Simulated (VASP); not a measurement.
# Sn (Fd-3m) in VASP: a series of runs, part 3 of 3

VASP 6.6.1.

## Step 5: Single point, r2SCAN

Input file POSCAR:

```
Sn
1.0
    0.0000000000      3.2844880277      3.2844880277
    3.2844880277      0.0000000000      3.2844880277
    3.2844880277      3.2844880277      0.0000000000
Sn
2
Direct
    0.0000000000      0.0000000000      0.0000000000
    0.2500000000      0.2500000000      0.2500000000
```

Input file INCAR.step1:

```
  ALGO = Normal
  EDIFF = 1E-4
  ENCUT = 520
  GGA = PE
  ISMEAR = -1
  LASPH = True
  LCHARG = False
  LREAL = False
  LWAVE = True
  NBANDS = 21
  NELM = 100
  PREC = Accurate
  SIGMA = 0.02
```

Input file INCAR.step2:

```
  ALGO = Normal
  EDIFF = 1E-7
  ENCUT = 520
  ISIF = 2
  ISMEAR = -1
  ISTART = 1
  LASPH = True
  LCHARG = False
  LMIXTAU = True
  LREAL = False
  LWAVE = False
  METAGGA = R2SCAN
  NBANDS = 21
  NELM = 100
  PREC = Accurate
  SIGMA = 0.02
```

Input file KPOINTS:

```
k-points
0
Gamma
  6 6 6
```

Potentials or basis: VASP PAW PBE potentials, release 64 (Sn_d).

Started as:

```console
> cat potpaw_PBE.64/Sn_d/POTCAR > POTCAR
> cp INCAR.step1 INCAR
> mpirun -np 1 vasp_std > vasp.out
> cp INCAR.step2 INCAR
> mpirun -np 1 vasp_std > vasp.out
```

OUTCAR:

```text
EDIFF = 1E-7
   ENCUT = 520
   ISIF = 2
   ISMEAR = -1
   ISTART = 1
   LASPH = True
   LREAL = False
   METAGGA = R2SCAN
   NELM = 100
   PREC = Accurate

 ion  position               nearest neighbor table
   1  0.000  0.000  0.000-   2 2.84   2 2.84   2 2.84   2 2.84
   2  0.250  0.250  0.250-   1 2.84   1 2.84   1 2.84   1 2.84

  LATTYP: Found a face centered cubic cell.
 ALAT       =     6.5689760554

  Lattice vectors:

 A1 = (   0.0000000000,   3.2844880277,   3.2844880277)
 A2 = (   3.2844880277,   0.0000000000,   3.2844880277)
 A3 = (   3.2844880277,   3.2844880277,   0.0000000000)

Analysis of symmetry for initial positions (statically):
=====================================================================
 Subroutine PRICEL returns:
 Original cell was already a primitive cell.

 Routine SETGRP: Setting up the symmetry group for a
 face centered cubic supercell.

 Subroutine GETGRP returns: Found 48 space group operations
 (whereof 24 operations were pure point group operations)
 out of a pool of 48 trial point group operations.

The static configuration has the point symmetry T_d .
 The point group associated with its full space group is O_h .

Analysis of symmetry for dynamics (positions and initial velocities):
=====================================================================
 Subroutine PRICEL returns:
 Original cell was already a primitive cell.

 Routine SETGRP: Setting up the symmetry group for a
 face centered cubic supercell.

 Subroutine GETGRP returns: Found 48 space group operations
 (whereof 24 operations were pure point group operations)
 out of a pool of 48 trial point group operations.

The dynamic configuration has the point symmetry T_d .
 The point group associated with its full space group is O_h .

 Subroutine INISYM returns: Found 48 space group operations
 (whereof 24 operations are pure point group operations),
 and found     1 'primitive' translations

----------------------------------------------------------------------------------------

                                     Primitive cell

  volume of cell :      70.8652

  direct lattice vectors                    reciprocal lattice vectors
     0.000000000  3.284488028  3.284488028    -0.152230727  0.152230727  0.152230727
     3.284488028  0.000000000  3.284488028     0.152230727 -0.152230727  0.152230727
     3.284488028  3.284488028  0.000000000     0.152230727  0.152230727 -0.152230727

  length of vectors
     4.644967514  4.644967514  4.644967514     0.263671353  0.263671353  0.263671353

  position of ions in fractional coordinates (direct lattice)
     0.000000000  0.000000000  0.000000000
     0.250000000  0.250000000  0.250000000

  ion indices of the primitive-cell ions
   primitive index   ion index
                 1           1
                 2           2

----------------------------------------------------------------------------------------

 KPOINTS: k-points

Automatic generation of k-mesh.
 Grid dimensions read from file:
 generate k-points for:    6    6    6

 Generating k-lattice:

  Cartesian coordinates                     Fractional coordinates (reciprocal lattice)
    -0.025371788  0.025371788  0.025371788     0.166666667  0.000000000  0.000000000
     0.025371788 -0.025371788  0.025371788     0.000000000  0.166666667  0.000000000
     0.025371788  0.025371788 -0.025371788     0.000000000  0.000000000  0.166666667

  Length of vectors
     0.043945226  0.043945226  0.043945226

  Shift w.r.t. Gamma in fractional coordinates (k-lattice)
     0.000000000  0.000000000  0.000000000

 Subroutine IBZKPT returns following result:
 ===========================================

 Found     16 irreducible k-points:

 Following reciprocal coordinates:
            Coordinates               Weight
  0.000000  0.000000  0.000000      1.000000
  0.166667  0.000000  0.000000      8.000000
  0.333333  0.000000  0.000000      8.000000
  0.500000  0.000000  0.000000      4.000000
  0.166667  0.166667  0.000000      6.000000
  0.333333  0.166667  0.000000     24.000000
[... 8 lines left out ...]
 -0.333333  0.333333  0.166667     24.000000
 -0.333333  0.500000  0.166667     12.000000
   k-points           NKPTS =     16   k-points in BZ     NKDIM =     16   number of bands    NBANDS=     21
   number of dos      NEDOS =    301   number of ions     NIONS =      2
   total plane-waves  NPLWV =  46656
   dimension x,y,z NGX =    36 NGY =   36 NGZ =   36
   dimension x,y,z NGXF=    72 NGYF=   72 NGZF=   72
   ions per type =               2
   NGX,Y,Z   is equivalent  to a cutoff of  12.88, 12.88, 12.88 a.u.
   NGXF,Y,Z  is equivalent  to a cutoff of  25.77, 25.77, 25.77 a.u.
 SYSTEM =  unknown system
   PREC   = accura    normal or accurate (medium, high low for compatibility)
   ISTART =      1    job   : 0-new  1-cont  2-samecut
   ICHARG =      0    charge: 1-file 2-atom 10-const
   ISPIN  =      1    spin polarized calculation?
   LNONCOLLINEAR =      F non collinear calculations
   LSORBIT =      F    spin-orbit coupling
   LASPH  =      T    aspherical Exc in radial PAW
   ENCUT  =  520.0 eV  38.22 Ry    6.18 a.u.   8.64  8.64  8.64*2*pi/ulx,y,z
   NELM   =    100;   NELMIN=  2; NELMDL=  0     # of ELM steps
   EDIFF  = 0.1E-06   stopping-criterion for ELM
   LREAL  =      F    real-space projection
   EDIFFG = 0.1E-05   stopping-criterion for IOM
   NSW    =      0    number of steps for IOM
   IBRION =     -1    ionic relax: 0-MD 1-quasi-New 2-CG
   NFREE  =      0    steps in history (QN), initial steepest desc. (CG)
   ISIF   =      2    stress and relaxation
   ISYM   =      2    0-nonsym 1-usesym 2-fastsym
   POTIM  = 0.5000    time-step for ionic-motion
   TEBEG  =    0.0;   TEEND  =   0.0 temperature during run
   PSTRESS=    0.0 pullay stress
   NELECT =      28.0000    total number of electrons
   NUPDOWN=      -1.0000    fix difference up-down
   EMIN   =  10.00;   EMAX   =-10.00  energy-range for DOS
   EFERMI =   0.00;   METHOD = LEGACY
   ISMEAR =    -1;   SIGMA  =   0.02  broadening in eV -4-tet -1-fermi 0-gaus
   EFERMI_NEDOS =   21; number of points for ismear=-14 and -15
   IALGO  =     38    algorithm
   IMIX   =      4    mixing-type and parameters
     AMIX     =   0.40;   BMIX     =  1.00
     AMIX_MAG =   1.60;   BMIX_MAG =  1.00
  volume/ion in A,a.u.               =      35.43       239.11
  Fermi-wavevector in a.u.,A,eV,Ry     =   1.201295  2.270119 19.634713  1.443111
  Thomas-Fermi vector in A             =   2.337108
   LORBIT       =      0    0 simple, 1 ext, 2 COOP (PROOUT), +10 PAW based schemes
   METAGGA = R2SCAN    functional components
   LHFCALC =     F    Hartree Fock is set to
   AEXX    =    0.0000 exact exchange contribution
   IVDW    =     0    specifies the selected vdW correction
   LEPSILON=     F    determine dielectric tensor
   LRPA    =     F    only Hartree local field effects (RPA)
 non-spin polarized calculation
  energy-cutoff  :      520.00
  volume of cell :       70.87
 maximum number of plane-waves:      1932
 NGX is ok and might be reduce to    36
   NGX = 17   NGY = 17   NGZ = 17

 number of electron      27.9999984 magnetization

 Free energy of the ion-electron system (eV)
  ---------------------------------------------------
  ext. energy  EPLUGINS =         0.00000000
  ---------------------------------------------------
  free energy    TOTEN  =       -49.46319772 eV

  energy without entropy =      -49.46262329  energy(sigma->0) =      -49.46291051

 E-fermi :   5.2134     XC(G=0):  -9.4157

 val. band max:        5.2078742927   @ k =   0.0000   0.0000   0.0000
 cond. band min:       5.2641215465   @ k =   0.5000   0.0000   0.0000
 fundamental gap:      0.0562472538
 Fermi energy:         5.2134071747

 k-point     1 :       0.0000    0.0000    0.0000
  band No.  band energies     occupation
      1     -17.1272      2.00000
      2     -17.1272      2.00000
      3     -17.1272      2.00000
      4     -17.0658      2.00000
      5     -17.0658      2.00000
      6     -16.7715      2.00000
[... 13 lines left out ...]
     20      13.3762      0.00000
     21      13.3762      0.00000
[... 337 lines left out ...]
 k-point    16 :      -0.3333    0.5000    0.1667
  band No.  band energies     occupation
      1     -17.1902      2.00000
      2     -17.1902      2.00000
      3     -17.0064      2.00000
      4     -17.0064      2.00000
      5     -16.9135      2.00000
      6     -16.9135      2.00000
[... 13 lines left out ...]
     20      14.4937      0.00000
     21      15.7872      0.00000

------------------------ aborting loop because EDIFF is reached ----------------------------------------

  FORCE on cell =-STRESS in cart. coord.  units (eV):
  Direction    XX          YY          ZZ          XY          YZ          ZX
  --------------------------------------------------------------------------------------
  -------------------------------------------------------------------------------------
  Total       -0.0143728     -0.0143728     -0.0143728     -0.0000000     -0.0000000      0.0000000
  in kB       -0.3249520     -0.3249520     -0.3249520     -0.0000000     -0.0000000      0.0000000
  external PRESSURE =      -0.3249520 kB  Pullay stress =       0.0000000 kB

 VOLUME and BASIS-vectors are now :
 -----------------------------------------------------------------------------
  energy-cutoff  :      520.00
  volume of cell :       70.87
      direct lattice vectors                 reciprocal lattice vectors
     0.000000000  3.284488028  3.284488028    -0.152230727  0.152230727  0.152230727
     3.284488028  0.000000000  3.284488028     0.152230727 -0.152230727  0.152230727
     3.284488028  3.284488028  0.000000000     0.152230727  0.152230727 -0.152230727

 POSITION                                       TOTAL-FORCE (eV/Angst)
 -----------------------------------------------------------------------------------
      0.00000      0.00000      0.00000         0.000000      0.000000      0.000000
      1.64224      1.64224      1.64224        -0.000000     -0.000000     -0.000000
 -----------------------------------------------------------------------------------
    total drift:                                0.000000      0.000000     -0.000000

  FREE ENERGIE OF THE ION-ELECTRON SYSTEM (eV)
  ---------------------------------------------------
  free  energy   TOTEN  =       -49.4631977196 eV

  energy  without entropy=      -49.4626232945  energy(sigma->0) =      -49.46291051
```

OSZICAR.step1:

```text
N       E                     dE             d eps       ncg     rms          rms(c)
DAV:   1     0.226570258318E+03    0.22657E+03   -0.14406E+04   682   0.186E+03
DAV:   2     0.179959227318E+02   -0.20857E+03   -0.20438E+03   677   0.451E+02
DAV:   3    -0.681372494343E+01   -0.24810E+02   -0.24624E+02   767   0.142E+02
DAV:   4    -0.766513962493E+01   -0.85141E+00   -0.85101E+00   772   0.291E+01
DAV:   5    -0.769986606658E+01   -0.34726E-01   -0.34725E-01   990   0.551E+00    0.307E+00
DAV:   6    -0.766207584177E+01    0.37790E-01   -0.27568E-02   895   0.203E+00    0.180E+00
DAV:   7    -0.764429726183E+01    0.17779E-01   -0.43000E-02   732   0.214E+00    0.162E-01
DAV:   8    -0.764620627691E+01   -0.19090E-02   -0.56884E-03   762   0.826E-01    0.514E-02
DAV:   9    -0.764663450944E+01   -0.42823E-03   -0.51233E-04   604   0.148E-01    0.116E-02
DAV:  10    -0.764665749943E+01   -0.22990E-04   -0.42453E-05   607   0.539E-02
   1 F= -.76466575E+01 E0= -.76463985E+01  d E =-.518095E-03
```

Wall time 70 s (1 thread of AMD EPYC 9R45 (Zen 5), shared host); peak memory 0.18 GiB.

Results:

| Item | Value |
| --- | --- |
| Free energy | -49.4632 eV |
| Pressure | 0.0 GPa |
| Band gap on the k mesh | zero (filled and empty bands touch) |

Caveat: the PAW data sets were made with another functional, which shifts forces and pressure a little; spin-orbit coupling is left out, which moves the levels of the heavy elements.

## Step 6: Summary

| level | potentials or basis | cell | gap on the mesh (eV) | pressure (GPa) |
| --- | --- | --- | --- | --- |
| PBE | VASP PAW PBE potentials, release 64 (Sn_d) | a = 4.645 Å, angles 60.0°, 2 atoms | none | 1.5 |
| LDA | VASP PAW LDA potentials, release 64 (Sn_d) | a = 4.645 Å, angles 60.0°, 2 atoms | none | -1.7 |
| PBE | VASP PAW PBE potentials, release 64 (Sn_d) | a = 4.706 Å, angles 60.0°, 2 atoms | none | 0.0 |
| r2SCAN | VASP PAW PBE potentials, release 64 (Sn_d) | a = 4.645 Å, angles 60.0°, 2 atoms | none | 0.0 |

Alike in all rows: task single point; no spin polarisation; k mesh 6 × 6 × 6; cutoff (eV) 520; smearing fermi-dirac 0.02 eV.

Caveats: spin-orbit coupling is left out, which moves the levels of the heavy elements; the PAW data sets were made with another functional, which shifts forces and pressure a little (some runs).

Total energies depend on the potentials used, so only differences within one code and one set of settings carry meaning.
